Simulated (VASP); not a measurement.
## Au: single point with PBE

The system is Au.

```
Au
1.0
     0.00000    2.08010    2.08010
     2.08010    0.00000    2.08010
     2.08010    2.08010    0.00000
Au
1
Direct
  0.00000 0.00000 0.00000
```

* Program: VASP 6.6.1
* Task: single point
* Functional: PBE
* Potentials or basis: VASP PAW PBE potentials, release 64 (Au)
* Cutoff: 520 eV
* k mesh: 4 × 4 × 4
* Occupations: fermi-dirac, width 0.15 eV
* Spin: non-collinear spin, zero start, spin-orbit coupling
* Starting moments: [[0, 0, 0]] μB
* Dipole correction: no
* Further INCAR settings: ALGO = Normal; EDIFF = 1e-06; NBANDS = 22

- Pressure: 0.5 GPa
- Net moment: 0.00 μB per cell
- Valence electrons inside the program's atomic spheres: Au 9.59

Moments on the atoms (μB; x, y, z):
```
Au  0.00 0.00 0.00
```

Run time: 27 s on 1 thread of AMD EPYC 7R13, with other jobs on the host, peak memory 0.16 GiB.

Caveat: the k points lie up to 0.65 Å⁻¹ apart.
